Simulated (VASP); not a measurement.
# GaSb4 (I4/m) in VASP: further runs

GaSb4 is run at these levels: PBE; tasks: single point.

All numbers are computed with VASP 6.6.1; they aren't measurements. Logs are shortened: lines on timing, memory, paths and dates and some standing lists are left out, and cuts for length are marked.

## Step 1: The cell of the first run

Symmetry: I4/m, No. 87, tetragonal system. The conventional cell has a = 7.383 Å, b = 7.383 Å, c = 4.584 Å, α = 90.00°, β = 90.00°, γ = 90.00°. Within 4.3 Å of Ga (site symmetry 4/m) lie 12 Sb at 3.25 to 3.30 Å. Within 4.2 Å of Sb (site symmetry m) lie 9 Sb at 3.22 to 3.39 Å and 3 Ga at 3.25 to 3.30 Å.

The cell was built from a structure type or drawn by symmetry, and may not be a known phase.

## Step 2: Single point, PBE

Input file INCAR:

```
  PREC = Accurate
  ENCUT = 520
  EDIFF = 1E-6
  ISMEAR = 0
  SIGMA = 0.1
  LREAL = False
  LASPH = True
  NELM = 80
  ALGO = Normal
  ISIF = 2
  LWAVE = False
  LCHARG = False
  GGA = PE
  NBANDS = 24
```

Input file KPOINTS:

```
regular mesh
0
Gamma
  4 4 4
```

Input file POSCAR:

```
GaSb4
1.0
   -3.6914458200      3.6914458200      2.2918838800
    3.6914458200     -3.6914458200      2.2918838800
    3.6914458200      3.6914458200     -2.2918838800
Ga Sb
1 4
Direct
    0.0000000000      0.0000000000      0.0000000000
    0.6034164200      0.2047435300      0.8081599500
    0.3965835800      0.7952564700      0.1918400500
    0.2047435300      0.3965835800      0.6013271100
    0.7952564700      0.6034164200      0.3986728900
```

Potentials or basis: VASP PAW PBE potentials, release 64 (Ga_d, Sb).

Launch:

```bash
$ cat potpaw_PBE.64/Ga_d/POTCAR potpaw_PBE.64/Sb/POTCAR > POTCAR
$ mpirun -np 1 vasp_std > vasp.out
```

OUTCAR:

```text
PREC = Accurate
   ENCUT = 520
   EDIFF = 1E-6
   ISMEAR = 0
   LREAL = False
   LASPH = True
   NELM = 80
   ISIF = 2
   GGA = PE

 ion  position               nearest neighbor table
   1  0.000  0.000  0.000-   4 3.25   5 3.25   5 3.25   3 3.25   2 3.25   4 3.25   3 3.25   2 3.25
                             5 3.30   4 3.30   2 3.30   3 3.30
   2  0.603  0.205  0.808-   3 3.22   3 3.22   1 3.25   1 3.25   4 3.27   5 3.27   1 3.30   5 3.31
                             4 3.31   5 3.31   4 3.31   3 3.39
   3  0.397  0.795  0.192-   2 3.22   2 3.22   1 3.25   1 3.25   5 3.27   4 3.27   1 3.30   4 3.31
                             5 3.31   4 3.31   5 3.31   2 3.39
   4  0.205  0.397  0.601-   5 3.22   5 3.22   1 3.25   1 3.25   2 3.27   3 3.27   1 3.30   3 3.31
                             2 3.31   3 3.31   2 3.31   5 3.39
   5  0.795  0.603  0.399-   4 3.22   4 3.22   1 3.25   1 3.25   3 3.27   2 3.27   1 3.30   2 3.31
                             3 3.31   2 3.31   3 3.31   4 3.39

  LATTYP: Found a body centered tetragonal cell.
 ALAT       =     7.3828916400
 C/A-ratio  =     0.6208634751

  Lattice vectors:

 A1 = (  -3.6914458200,   3.6914458200,   2.2918838800)
 A2 = (   3.6914458200,  -3.6914458200,   2.2918838800)
 A3 = (   3.6914458200,   3.6914458200,  -2.2918838800)

Analysis of symmetry for initial positions (statically):
=====================================================================
 Subroutine PRICEL returns:
 Original cell was already a primitive cell.

 Routine SETGRP: Setting up the symmetry group for a
 body centered tetragonal supercell.

 Subroutine GETGRP returns: Found  8 space group operations
 (whereof  8 operations were pure point group operations)
 out of a pool of 16 trial point group operations.

The static configuration has the point symmetry C_4h.

Analysis of symmetry for dynamics (positions and initial velocities):
=====================================================================
 Subroutine PRICEL returns:
 Original cell was already a primitive cell.

 Routine SETGRP: Setting up the symmetry group for a
 body centered tetragonal supercell.

 Subroutine GETGRP returns: Found  8 space group operations
 (whereof  8 operations were pure point group operations)
 out of a pool of 16 trial point group operations.

The dynamic configuration has the point symmetry C_4h.

 Subroutine INISYM returns: Found  8 space group operations
 (whereof  8 operations are pure point group operations),
 and found     1 'primitive' translations

----------------------------------------------------------------------------------------

                                     Primitive cell

  volume of cell :     124.9239

  direct lattice vectors                    reciprocal lattice vectors
    -3.691445820  3.691445820  2.291883880     0.000000000  0.135448284  0.218161140
     3.691445820 -3.691445820  2.291883880     0.135448284  0.000000000  0.218161140
     3.691445820  3.691445820 -2.291883880     0.135448284  0.135448284  0.000000000

  length of vectors
     5.701427558  5.701427558  5.701427558     0.256788864  0.256788864  0.191552800

  position of ions in fractional coordinates (direct lattice)
     0.000000000  0.000000000  0.000000000
     0.603416420  0.204743530  0.808159950
     0.396583580  0.795256470  0.191840050
     0.204743530  0.396583580  0.601327110
     0.795256470  0.603416420  0.398672890

  ion indices of the primitive-cell ions
   primitive index   ion index
                 1           1
                 2           2
                 3           3
                 4           4
                 5           5

----------------------------------------------------------------------------------------

 KPOINTS: regular mesh

Automatic generation of k-mesh.
 Grid dimensions read from file:
 generate k-points for:    4    4    4

 Generating k-lattice:

  Cartesian coordinates                     Fractional coordinates (reciprocal lattice)
     0.000000000  0.033862071  0.054540285     0.250000000  0.000000000  0.000000000
     0.033862071  0.000000000  0.054540285     0.000000000  0.250000000  0.000000000
     0.033862071  0.033862071  0.000000000     0.000000000  0.000000000  0.250000000

  Length of vectors
     0.064197216  0.064197216  0.047888200

  Shift w.r.t. Gamma in fractional coordinates (k-lattice)
     0.000000000  0.000000000  0.000000000

 Subroutine IBZKPT returns following result:
 ===========================================

 Found     14 irreducible k-points:

 Following reciprocal coordinates:
            Coordinates               Weight
  0.000000  0.000000  0.000000      1.000000
  0.250000  0.000000  0.000000      8.000000
  0.500000  0.000000  0.000000      4.000000
  0.250000  0.250000  0.000000      8.000000
  0.500000  0.250000  0.000000      8.000000
 -0.250000  0.500000  0.000000      8.000000
 -0.250000  0.250000  0.000000      4.000000
  0.500000  0.500000  0.000000      2.000000
  0.250000  0.250000  0.250000      2.000000
 -0.250000  0.250000  0.250000      4.000000
  0.500000  0.500000  0.250000      4.000000
 -0.250000  0.500000  0.250000      8.000000
 -0.250000 -0.250000  0.250000      2.000000
  0.500000  0.500000  0.500000      1.000000
   k-points           NKPTS =     14   k-points in BZ     NKDIM =     14   number of bands    NBANDS=     24
   number of dos      NEDOS =    301   number of ions     NIONS =      5
   total plane-waves  NPLWV =  74088
   dimension x,y,z NGX =    42 NGY =   42 NGZ =   42
   dimension x,y,z NGXF=    84 NGYF=   84 NGZF=   84
   ions per type =               1   4
   NGX,Y,Z   is equivalent  to a cutoff of  12.25, 12.25, 12.25 a.u.
   NGXF,Y,Z  is equivalent  to a cutoff of  24.49, 24.49, 24.49 a.u.
 SYSTEM =  unknown system
   PREC   = accura    normal or accurate (medium, high low for compatibility)
   ISTART =      0    job   : 0-new  1-cont  2-samecut
   ICHARG =      2    charge: 1-file 2-atom 10-const
   ISPIN  =      1    spin polarized calculation?
   LNONCOLLINEAR =      F non collinear calculations
   LSORBIT =      F    spin-orbit coupling
   LASPH  =      T    aspherical Exc in radial PAW
   ENCUT  =  520.0 eV  38.22 Ry    6.18 a.u.  10.60 10.60 10.60*2*pi/ulx,y,z
   NELM   =     80;   NELMIN=  2; NELMDL= -5     # of ELM steps
   EDIFF  = 0.1E-05   stopping-criterion for ELM
   LREAL  =      F    real-space projection
   EDIFFG = 0.1E-04   stopping-criterion for IOM
   NSW    =      0    number of steps for IOM
   IBRION =     -1    ionic relax: 0-MD 1-quasi-New 2-CG
   NFREE  =      0    steps in history (QN), initial steepest desc. (CG)
   ISIF   =      2    stress and relaxation
   ISYM   =      2    0-nonsym 1-usesym 2-fastsym
   POTIM  = 0.5000    time-step for ionic-motion
   TEBEG  =    0.0;   TEEND  =   0.0 temperature during run
   PSTRESS=    0.0 pullay stress
   NELECT =      33.0000    total number of electrons
   NUPDOWN=      -1.0000    fix difference up-down
   EMIN   =  10.00;   EMAX   =-10.00  energy-range for DOS
   EFERMI =   0.00;   METHOD = LEGACY
   ISMEAR =     0;   SIGMA  =   0.10  broadening in eV -4-tet -1-fermi 0-gaus
   EFERMI_NEDOS =   21; number of points for ismear=-14 and -15
   IALGO  =     38    algorithm
   IMIX   =      4    mixing-type and parameters
     AMIX     =   0.40;   BMIX     =  1.00
     AMIX_MAG =   1.60;   BMIX_MAG =  1.00
  volume/ion in A,a.u.               =      24.98       168.61
  Fermi-wavevector in a.u.,A,eV,Ry     =   1.050423  1.985012 15.012515  1.103389
  Thomas-Fermi vector in A             =   2.185426
   LORBIT       =      0    0 simple, 1 ext, 2 COOP (PROOUT), +10 PAW based schemes
   GGA     = PE    functional components
   LHFCALC =     F    Hartree Fock is set to
   AEXX    =    0.0000 exact exchange contribution
   IVDW    =     0    specifies the selected vdW correction
   LEPSILON=     F    determine dielectric tensor
   LRPA    =     F    only Hartree local field effects (RPA)
 non-spin polarized calculation
 Gauss-broadening in eV      SIGMA  =   0.10
  energy-cutoff  :      520.00
  volume of cell :      124.92
 maximum number of plane-waves:      3386
   NGX = 21   NGY = 21   NGZ = 21

 number of electron      33.0000001 magnetization

 Free energy of the ion-electron system (eV)
  ---------------------------------------------------
  ext. energy  EPLUGINS =         0.00000000
  ---------------------------------------------------
  free energy    TOTEN  =       -18.27699408 eV

  energy without entropy =      -18.26395557  energy(sigma->0) =      -18.27047482

 E-fermi :   8.1541     XC(G=0): -10.3979

 val. band max:        8.1525386601   @ k =  -0.2500   0.2500   0.2500
 cond. band min:       8.1577517555   @ k =   0.0000   0.0000   0.0000
 fundamental gap:      0.0052130954
 Fermi energy:         8.1541385724

 k-point     1 :       0.0000    0.0000    0.0000
  band No.  band energies     occupation
      1      -6.4953      2.00000
      2      -6.4884      2.00000
      3      -6.4884      2.00000
      4      -6.4871      2.00000
      5      -6.4852      2.00000
      6      -4.6463      2.00000
[... 16 lines left out ...]
     23      14.9376      0.00000
     24      14.9400      0.00000

 k-point     2 :       0.2500    0.0000    0.0000
  band No.  band energies     occupation
      1      -6.4948      2.00000
      2      -6.4930      2.00000
      3      -6.4908      2.00000
      4      -6.4850      2.00000
      5      -6.4828      2.00000
      6      -4.0451      2.00000
[... 16 lines left out ...]
     23      12.0638      0.00000
     24      12.9471      0.00000

 k-point     3 :       0.5000    0.0000    0.0000
  band No.  band energies     occupation
      1      -6.4990      2.00000
      2      -6.4979      2.00000
      3      -6.4894      2.00000
      4      -6.4843      2.00000
      5      -6.4786      2.00000
      6      -2.5266      2.00000
[... 16 lines left out ...]
     23      12.8779      0.00000
     24      13.2637      0.00000

 k-point     4 :       0.2500    0.2500    0.0000
  band No.  band energies     occupation
      1      -6.4985      2.00000
      2      -6.4973      2.00000
      3      -6.4903      2.00000
      4      -6.4844      2.00000
      5      -6.4787      2.00000
      6      -2.6517      2.00000
[... 16 lines left out ...]
     23      12.5016      0.00000
     24      12.8528      0.00000

 k-point     5 :       0.5000    0.2500    0.0000
  band No.  band energies     occupation
      1      -6.4943      2.00000
      2      -6.4928      2.00000
      3      -6.4903      2.00000
      4      -6.4855      2.00000
      5      -6.4832      2.00000
      6      -3.4059      2.00000
[... 16 lines left out ...]
     23      12.0587      0.00000
     24      13.8104      0.00000

 k-point     6 :      -0.2500    0.5000    0.0000
  band No.  band energies     occupation
      1      -6.4942      2.00000
      2      -6.4930      2.00000
      3      -6.4901      2.00000
      4      -6.4855      2.00000
      5      -6.4832      2.00000
      6      -3.4048      2.00000
[... 16 lines left out ...]
     23      12.2482      0.00000
     24      13.1442      0.00000
[... 109 lines left out ...]
 k-point    11 :       0.5000    0.5000    0.2500
  band No.  band energies     occupation
      1      -6.4919      2.00000
      2      -6.4885      2.00000
      3      -6.4879      2.00000
      4      -6.4868      2.00000
      5      -6.4867      2.00000
      6      -3.2070      2.00000
[... 16 lines left out ...]
     23      11.6015      0.00000
     24      11.7092      0.00000

 k-point    12 :      -0.2500    0.5000    0.2500
  band No.  band energies     occupation
      1      -6.4937      2.00000
      2      -6.4925      2.00000
      3      -6.4900      2.00000
      4      -6.4853      2.00000
      5      -6.4839      2.00000
      6      -2.7733      2.00000
[... 16 lines left out ...]
     23      11.8932      0.00000
     24      12.3414      0.00000

 k-point    13 :      -0.2500   -0.2500    0.2500
  band No.  band energies     occupation
      1      -6.4970      2.00000
      2      -6.4970      2.00000
      3      -6.4912      2.00000
      4      -6.4846      2.00000
      5      -6.4791      2.00000
      6      -2.9401      2.00000
[... 16 lines left out ...]
     23      12.3778      0.00000
     24      12.3778      0.00000

 k-point    14 :       0.5000    0.5000    0.5000
  band No.  band energies     occupation
      1      -6.4927      2.00000
      2      -6.4890      2.00000
      3      -6.4870      2.00000
      4      -6.4870      2.00000
      5      -6.4853      2.00000
      6      -2.3074      2.00000
[... 16 lines left out ...]
     23      10.7470      0.00000
     24      11.5411      0.00000

------------------------ aborting loop because EDIFF is reached ----------------------------------------

  FORCE on cell =-STRESS in cart. coord.  units (eV):
  Direction    XX          YY          ZZ          XY          YZ          ZX
  --------------------------------------------------------------------------------------
  -------------------------------------------------------------------------------------
  Total        4.1093836      4.1093836      0.2482711     -0.0000000      0.0000000     -0.0000000
  in kB       52.7037683     52.7037683      3.1841327     -0.0000003      0.0000000     -0.0000000
  external PRESSURE =      36.1972231 kB  Pullay stress =       0.0000000 kB

 VOLUME and BASIS-vectors are now :
 -----------------------------------------------------------------------------
  energy-cutoff  :      520.00
  volume of cell :      124.92
      direct lattice vectors                 reciprocal lattice vectors
    -3.691445820  3.691445820  2.291883880     0.000000000  0.135448284  0.218161140
     3.691445820 -3.691445820  2.291883880     0.135448284  0.000000000  0.218161140
     3.691445820  3.691445820 -2.291883880     0.135448284  0.135448284  0.000000000

 POSITION                                       TOTAL-FORCE (eV/Angst)
 -----------------------------------------------------------------------------------
      0.00000      0.00000      0.00000         0.000000      0.000000      0.000000
      1.51160      4.45496      0.00000         0.019177      0.031607     -0.000000
      2.17985     -0.76351      2.29188        -0.019177     -0.031607      0.000000
      2.92793      1.51160      0.00000        -0.031607      0.019177      0.000000
      0.76351      2.17985      2.29188         0.031607     -0.019177     -0.000000
 -----------------------------------------------------------------------------------
    total drift:                                0.000000      0.000000     -0.000000

  FREE ENERGIE OF THE ION-ELECTRON SYSTEM (eV)
  ---------------------------------------------------
  free  energy   TOTEN  =       -18.2769940776 eV

  energy  without entropy=      -18.2639555656  energy(sigma->0) =      -18.27047482
```

It took 24 s on 1 thread of Intel Xeon 6975P-C (Granite Rapids), shared host; peak memory 0.26 GiB.

What came out:

```yaml
Free_energy: -18.2770 eV
Pressure: 3.6 GPa
Largest_force: 0.037 eV/Å
Band_gap_on_the_k_mesh: zero (an odd number of electrons rules out a gap without spin polarisation)
```

Forces on the atoms (eV/Å):
```
Ga   0.000  0.000  0.000
Sb   0.019  0.032  0.000
Sb  -0.019 -0.032  0.000
Sb  -0.032  0.019  0.000
Sb   0.032 -0.019  0.000
```

Caveat: the k points lie up to 0.40 Å⁻¹ apart, too coarse for converged energies and pressures of a metal; spin-orbit coupling is left out, which moves the levels of the heavy elements.

## Step 3: Single point, PBE

This run uses another cell than the first one, of 26.08 Å³/atom.

Input file INCAR:

```
  ALGO = Normal
  EDIFF = 1E-7
  ENCUT = 520
  GGA = PE
  ISIF = 2
  ISMEAR = 0
  LASPH = T
  LCHARG = F
  LREAL = F
  LWAVE = F
  NBANDS = 24
  NELM = 80
  PREC = Accurate
  SIGMA = 0.1
```

Input file KPOINTS:

```
k-points
0
Gamma
  10 10 10
```

Input file POSCAR:

```
GaSb4
1.0
   -4.1337763763      4.1337763763      1.9080872090
    4.1337763763     -4.1337763763      1.9080872090
    4.1337763763      4.1337763763     -1.9080872090
Ga Sb
1 4
Direct
    0.0000000000      0.0000000000      0.0000000000
    0.6050861075      0.2039994313      0.8090855388
    0.3949138925      0.7960005687      0.1909144612
    0.2039994313      0.3949138925      0.5989133238
    0.7960005687      0.6050861075      0.4010866762
```

Potentials or basis: VASP PAW PBE potentials, release 64 (Ga_d, Sb).

Launch:

```bash
$ cat potpaw_PBE.64/Ga_d/POTCAR potpaw_PBE.64/Sb/POTCAR > POTCAR
$ mpirun -np 1 vasp_std > vasp.out
```

It took 3.9 min on 1 thread of Intel Xeon 6975P-C (Granite Rapids), shared host; peak memory 0.59 GiB.

The run converged. Its results:

* Free energy: -18.5015 eV
* Pressure: -0.1 GPa
* Band gap on the k mesh: zero (an odd number of electrons rules out a gap without spin polarisation)

Forces in eV/Å, atoms in the order of the input:
```
Ga   0.000  0.000  0.000
Sb  -0.003  0.000  0.000
Sb   0.003  0.000  0.000
Sb   0.000 -0.003  0.000
Sb   0.000  0.003  0.000
```

Levels at points of the mesh, in eV from the Fermi level:
| k point | band 14 | band 15 | band 16 | band 17 | band 18 | band 19 |
| --- | --- | --- | --- | --- | --- | --- |
| (0.00, 0.00, 0.00) | -2.68 | -0.08 | -0.08 | 0.30 | 1.61 | 1.81 |
| (0.50, 0.00, 0.00) | -2.15 | -2.02 | -1.44 | -0.96 | 0.30 | 0.88 |
| (0.50, 0.50, 0.00) | -0.98 | -0.50 | 0.36 | 0.65 | 1.81 | 2.18 |
| (0.50, 0.50, 0.50) | -1.16 | -0.43 | -0.30 | -0.30 | 1.66 | 2.19 |

Caveat: spin-orbit coupling is left out, which moves the levels of the heavy elements.
